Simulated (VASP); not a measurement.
Here is a VASP 6.6.1 calculation.

The input INCAR:

```
SYSTEM = HfO2
PREC = Accurate
ENCUT = 520
EDIFF = 1E-6
ISMEAR = 0
SIGMA = 0.05
LREAL = .FALSE.
LASPH = .TRUE.
NELM = 120
ALGO = Normal
ISIF = 2
LWAVE = .FALSE.
LCHARG = .FALSE.
GGA = PE
NBANDS = 56
GGA_COMPAT = .FALSE.
```

KPOINTS

```
Automatic mesh
0
G
  1 1 9
  0 0 0
```

File POSCAR:

```
HfO2
1.0
   12.6000000000      0.0000000000      0.0000000000
    0.0000000000     16.9000000000      0.0000000000
    0.0000000000      0.0000000000      3.6045556753
Hf O
4 8
Direct
    0.6430379236      0.5000000000      0.0000000000
    0.5000000000      0.6508169089      0.5000000000
    0.5000000000      0.3491830911      0.5000000000
    0.3569620764      0.5000000000      0.0000000000
    0.6430379236      0.5754084545      0.5000000000
    0.6430379236      0.4245915455      0.5000000000
    0.3569620764      0.4245915455      0.5000000000
    0.5000000000      0.7262253634      0.0000000000
    0.5000000000      0.4245915455      0.0000000000
    0.5000000000      0.5754084545      0.0000000000
    0.5000000000      0.2737746366      0.0000000000
    0.3569620764      0.5754084545      0.5000000000
```

Potentials or basis: VASP PAW PBE potentials, release 64 (Hf_pv, O).

The run is started by

```bash
$ cat potpaw_PBE.64/Hf_pv/POTCAR potpaw_PBE.64/O/POTCAR > POTCAR
$ mpirun -np 1 vasp_std > vasp.out
```

Estimate the largest force.

4.766 eV/Å.

Estimate the band gap on the k mesh.

1.78 eV (least direct gap 1.82 eV).

Forces on the atoms (eV/Å):
```
Hf  -4.766  0.000  0.000
Hf   0.000  1.409  0.000
Hf   0.000 -1.409  0.000
Hf   4.766  0.000  0.000
O    0.682  0.188  0.000
O    0.682 -0.188  0.000
O   -0.682 -0.188  0.000
O    0.000 -2.722  0.000
O    0.000  2.074  0.000
O    0.000 -2.074  0.000
O    0.000  2.722  0.000
O   -0.682  0.188  0.000
```

Caveat: spin-orbit coupling is left out, which moves the levels of the heavy elements.
